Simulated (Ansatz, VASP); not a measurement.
**Two plane-wave programs on GaP**

INCAR

```
SYSTEM = GaP
PREC = Accurate
ENCUT = 500
EDIFF = 1E-6
ISMEAR = 0
SIGMA = 0.02
LREAL = .False.
LASPH = .True.
NELM = 120
ALGO = Normal
ISIF = 2
LWAVE = .False.
LCHARG = .False.
NBANDS = 16
GGA_COMPAT = .False.
```

Contents of KPOINTS:

```
regular mesh
0
Gamma
  8 8 8
  0 0 0
```

The input POSCAR:

```
GaP
1.0
    0.0000000000      2.7742690620      2.7742690620
    2.7742690620      0.0000000000      2.7742690620
    2.7742690620      2.7742690620      0.0000000000
Ga P
1 1
Direct
    0.0000000000      0.0000000000      0.0000000000
    0.7500000000      0.7500000000      0.7500000000
```

Input for Ansatz:

```yaml
crystal:
  lattice:
    - [0.0, 2.774269062, 2.774269062]
    - [2.774269062, 0.0, 2.774269062]
    - [2.774269062, 2.774269062, 0.0]
  atoms:
    - { symbol: Ga, position: [0.0, 0.0, 0.0] }
    - { symbol: P, position: [0.75, 0.75, 0.75] }
basis:
  ecutwfc: 420
kpoints:
  mp_grid: { grid: [8, 8, 8] }
hamiltonian:
  xc: lda
  pseudopotentials: { kind: paw, azcp: { folder: soft_1 } }
scf:
  occupations: { method: gaussian, width: 0.02 }
output:
  forces: true
  stress: true
  eigenvalues: true
```

Alike in both runs: task single point; functional LDA; k mesh 8 × 8 × 8; occupations gaussian, width 0.02 eV; no spin polarisation.

```csv
,VASP,Ansatz
version,VASP 6.6.1,Ansatz 0.2.0
potentials or method,"VASP PAW LDA potentials, release 64 (Ga_d, P), cutoff 500 eV","scalar-relativistic, plane waves, PAW"
valence electrons in the cell,18,18
```

|  | VASP | Ansatz | Ansatz less VASP |
| --- | --- | --- | --- |
| gap on the k mesh at the Fermi level (eV) | 1.20 | 1.17 | -0.028 |
| least direct gap on the mesh (eV) | 1.20 | 1.17 | -0.028 |
| pressure (GPa) | -6.4 | -6.4 | -0.05 |

Ansatz warns that its potentials were made for another functional, while VASP's fit it. LDA's correlation is that of Perdew and Zunger in VASP and of Perdew and Wang (1992) in Ansatz.
